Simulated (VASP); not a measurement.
SbP5: relaxation of cell and atoms with PBE

SbP5:

```xyz
6
Lattice="0.0000 3.7873 3.7873 3.7873 0.0000 3.7873 3.7873 3.7873 0.0000" Properties=species:S:1:pos:R:3 pbc="T T T"
Sb    0.0000    0.0000    0.0000
P     5.6810    5.6810    5.6810
P     2.9579    4.6167    4.6167
P     2.9579    2.9579    2.9579
P     4.6167    2.9579    4.6167
P     4.6167    4.6167    2.9579
```

The cell was built from a structure type or drawn by symmetry, and may not be a known phase.

- Program: VASP 6.6.1
- Task: relaxation of cell and atoms
- Functional: PBE
- Potentials or basis: VASP PAW PBE potentials, release 64 (Sb, P)
- Cutoff: 600 eV
- k mesh: 8 × 8 × 8
- Occupations: gaussian, width 0.1 eV
- Spin: no spin polarisation
- Dipole correction: no
- Further INCAR settings: ALGO = Normal; EDIFF = 1e-07; IBRION = 2; EDIFFG = -0.01; NSW = 100; ISIF = 3

- Relaxed volume: 18.62 Å³/atom
- Relaxed cell: a = 5.406 Å, b = 5.406 Å, c = 5.406 Å, α = 60.00°, β = 60.00°, γ = 60.00°
- Space group after relaxing (to 0.1 Å): F-43m (No. 216)
- Energy gained by relaxing: 4.3 meV/atom
- Ionic steps: 8
- Pressure after relaxing: 0.0 GPa
- Band gap on the k mesh: zero (bands 15 and 16 overlap by 0.39 eV)

The path:
| step | energy change (eV) | largest force (eV/Å) | pressure (GPa) | volume (Å³) |
| --- | --- | --- | --- | --- |
| 1 | 0.0000 | 0.3501 | -0.90 | 108.65 |
| 2 | -0.0096 | 0.0307 | 1.31 | 107.06 |
| 3 | -0.0117 | 0.0914 | 0.63 | 107.53 |
| 4 | -0.0167 | 0.0672 | 0.53 | 108.29 |
| 5 | -0.0250 | 0.0230 | 0.35 | 110.58 |
| 6 | -0.0254 | 0.0612 | 0.32 | 111.33 |
| 7 | -0.0235 | 0.1275 | -0.70 | 112.52 |
| 8 | -0.0259 | 0.0017 | 0.00 | 111.70 |

Final structure:
```
Sb P
1.0
     0.00000    3.82241    3.82241
     3.82241    0.00000    3.82241
     3.82241    3.82241    0.00000
Sb P
1 5
Direct
  0.00000 0.00000 0.00000
  0.75000 0.75000 0.75000
  0.81807 0.39398 0.39398
  0.39398 0.39398 0.39398
  0.39398 0.81807 0.39398
  0.39398 0.39398 0.81807
```

Levels at points of the mesh, in eV from the Fermi level:
| k point | band 12 | band 13 | band 14 | band 15 | band 16 | band 17 | band 18 | band 19 |
| --- | --- | --- | --- | --- | --- | --- | --- | --- |
| (0.00, 0.00, 0.00) | -3.47 | -2.61 | -2.61 | -2.61 | 1.85 | 1.85 | 1.85 | 3.74 |
| (0.50, 0.00, 0.00) | -2.90 | -1.37 | -1.37 | -0.43 | 1.16 | 1.25 | 1.25 | 2.32 |
| (0.50, 0.50, 0.00) | -2.04 | -2.04 | -1.78 | -0.18 | 0.05 | 0.16 | 0.74 | 0.74 |

Wall time 7.4 min on 1 thread of Intel(R) Xeon(R) Platinum 8259CL CPU @ 2.50GHz (Skylake/Cascade Lake) (shared host), peak memory 0.37 GiB.

Caveat: spin-orbit coupling is left out, which moves the levels of the heavy elements.
